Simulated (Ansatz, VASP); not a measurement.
# PbF2: VASP beside Ansatz

```
Pb F
1.0
     0.00000    2.96366    2.96366
     2.96366    0.00000    2.96366
     2.96366    2.96366    0.00000
Pb F
1 2
Direct
  0.00000 0.00000 0.00000
  0.75000 0.75000 0.75000
  0.25000 0.25000 0.25000
```

Alike in both runs: task relaxation of cell and atoms; functional LDA; k mesh 8 × 8 × 8; occupations fermi-dirac, width 0.05 eV; no spin polarisation.

|  | VASP | Ansatz |
| --- | --- | --- |
| version | VASP 6.6.1 | Ansatz 0.2.0 |
| potentials or method | VASP PAW LDA potentials, release 64 (Pb_d, F) | Ansatz PAW |
| plane-wave cutoff (eV) | 600 | 420 |
| valence electrons in the cell | 28 | 28 |

|  | VASP | Ansatz | Ansatz less VASP |
| --- | --- | --- | --- |
| gap on the k mesh at the Fermi level, each at its own relaxed structure (eV) | 4.20 | 4.25 | +0.044 |
| relaxed volume (Å³/atom) | 16.34 | 16.36 | +0.017 |
| relaxed length of the cell vector where the two differ most in proportion (Å) | 4.108 | 4.110 | +0.0014 |

LDA's correlation is that of Perdew and Zunger in VASP and of Perdew and Wang (1992) in Ansatz.

Neither program's run includes spin-orbit coupling. Noted on Ansatz's run: the plane-wave basis is chosen anew once the cell has moved, so the energies of steps on either side of that aren't comparable.
